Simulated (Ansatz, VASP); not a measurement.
## Two plane-wave programs on WS2

INCAR

```
SYSTEM = WS2
PREC = Accurate
ENCUT = 600
EDIFF = 1E-6
ISMEAR = 0
SIGMA = 0.1
LREAL = .False.
LASPH = .True.
NELM = 60
ALGO = Normal
ISIF = 3
LWAVE = .False.
LCHARG = .False.
GGA = PE
IBRION = 2
NSW = 90
EDIFFG = -0.04
```

KPOINTS

```
regular mesh
0
Gamma
  4 4 4
  0 0 0
```

Contents of POSCAR:

```
WS2
1.0
    4.1584198953      0.0000000000      0.0000000000
    0.0000000000      4.1584198953      0.0000000000
    0.0000000000      0.0000000000      6.3449237430
W S
2 4
Direct
    0.0000000000      0.5000000000      0.7000000000
    0.5000000000      0.0000000000      0.3000000000
    0.0000000000      0.0000000000      0.0000000000
    0.5000000000      0.5000000000      0.0000000000
    0.0000000000      0.5000000000      0.2700000000
    0.5000000000      0.0000000000      0.7300000000
```

Input for Ansatz:

```yaml
crystal:
  lattice:
    - [4.1584198953, 0.0, 0.0]
    - [0.0, 4.1584198953, 0.0]
    - [0.0, 0.0, 6.344923743]
  atoms:
    - { symbol: W, position: [0.0, 0.5, 0.7] }
    - { symbol: W, position: [0.5, 0.0, 0.3] }
    - { symbol: S, position: [0.0, 0.0, 0.0] }
    - { symbol: S, position: [0.5, 0.5, 0.0] }
    - { symbol: S, position: [0.0, 0.5, 0.27] }
    - { symbol: S, position: [0.5, 0.0, 0.73] }
basis:
  ecutwfc: 420
kpoints:
  mp_grid: { grid: [4, 4, 4] }
hamiltonian:
  xc: pbe
scf:
  occupations: { method: gaussian, width: 0.1 }
  lower_state_search: "off"
output:
  forces: true
  stress: true
  eigenvalues: true
relax:
  adjacent_minimum: "off"
  f_tol: 0.04
  max_steps: 70
  cell: { stress_tol: 0.4 }
```

Alike in both runs: task relaxation of cell and atoms; functional PBE; k mesh 4 × 4 × 4; occupations gaussian, width 0.1 eV; no spin polarisation.

|  | VASP | Ansatz |
| --- | --- | --- |
| version | VASP 6.6.1 | Ansatz 0.2.0 |
| potentials or method | VASP PAW PBE potentials, release 64 (W_sv, S), cutoff 600 eV | scalar-relativistic, plane waves, PAW |
| valence electrons in the cell | 52 | 52 |

VASP gave:

```
gap on the k mesh at the Fermi level, each at its own relaxed structure (eV) : none
relaxed volume (Å³/atom)                                                     : 16.33
relaxed cell length with the largest relative difference (Å)                 : 3.942
```

Question: What did Ansatz give for the same quantities?

Answer: gap on the k mesh at the Fermi level, each at its own relaxed structure (eV): none; relaxed volume (Å³/atom): 16.36; relaxed cell length with the largest relative difference (Å): 3.946.

A gap of «none» marks a metal or a gap that the smearing closes.

The k mesh is coarse, so the values compare programs but aren't converged. Spin-orbit coupling is off throughout.
